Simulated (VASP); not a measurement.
**Al2Cu: relaxation of cell and atoms with PBE**

Al2Cu:

```xyz
3
Lattice="-1.3911 1.3911 5.6892 1.3911 -1.3911 5.6892 1.3911 1.3911 -5.6892" Properties=species:S:1:pos:R:3 pbc="T T T"
Al    0.0000    0.0000    7.4480
Al    0.0000    0.0000    3.9304
Cu    0.0000    0.0000    0.0000
```

```yaml
Program: VASP 6.6.1
Task: relaxation of cell and atoms
Functional: PBE
Potentials_or_basis: VASP PAW PBE potentials, release 64 (Al, Cu)
Cutoff: 600 eV
k_mesh: 24 × 24 × 24
Occupations: gaussian, width 0.1 eV
Spin: no spin polarisation
Dipole_correction: no
Further_INCAR_settings: ALGO = Fast; EDIFF = 1e-06; IBRION = 2; EDIFFG = -0.01; NSW = 100; ISIF = 3
```

```yaml
Relaxed_volume: 14.72 Å³/atom
Relaxed_cell: a = 6.026 Å, b = 6.026 Å, c = 6.026 Å, α = 153.29°, β = 153.29°, γ = 38.13°
Space_group_after_relaxing_to_0.1_Å: I4/mmm (No. 139)
Energy_gained_by_relaxing: 0.0 meV/atom
Ionic_steps: 5
Pressure_after_relaxing: 0.0 GPa
Largest_force_after_relaxing: 0.005 eV/Å
Band_gap_on_the_k_mesh: zero (an odd number of electrons rules out a gap without spin polarisation)
```

Forces on the atoms (eV/Å):
```
Al   0.000  0.000  0.005
Al   0.000  0.000 -0.005
Cu   0.000  0.000  0.000
```

Final structure:
```cif
data_structure
_symmetry_space_group_name_H-M 'P 1'
_symmetry_Int_Tables_number 1
_cell_length_a 6.0263
_cell_length_b 6.0263
_cell_length_c 6.0263
_cell_angle_alpha 153.289
_cell_angle_beta 153.289
_cell_angle_gamma 38.134
_cell_volume 44.15
loop_
_atom_site_label
_atom_site_type_symbol
_atom_site_fract_x
_atom_site_fract_y
_atom_site_fract_z
_atom_site_occupancy
Al1 Al 0.65471 0.65471 0.00000 1
Al2 Al 0.34529 0.34529 0.00000 1
Cu1 Cu 0.00000 0.00000 0.00000 1
```

Levels at points of the mesh, in eV from the Fermi level:
```csv
k point,band 5,band 6,band 7,band 8,band 9,band 10,band 11,band 12
"(0.00, 0.00, 0.00)",-3.47,-3.39,-3.39,-3.01,6.42,6.86,7.85,7.85
"(0.50, 0.00, 0.00)",-3.90,-3.45,-3.29,-2.89,-1.50,0.57,2.21,7.30
"(0.50, 0.50, 0.00)",-2.65,-2.27,-0.87,-0.69,0.06,0.19,2.48,2.73
"(0.50, 0.50, 0.50)",-3.38,-3.38,-3.01,-1.53,1.16,6.87,6.88,6.88
```

It took 73 min on 1 thread of Intel(R) Xeon(R) Platinum 8488C (Sapphire Rapids) (shared host), peak memory 0.99 GiB.
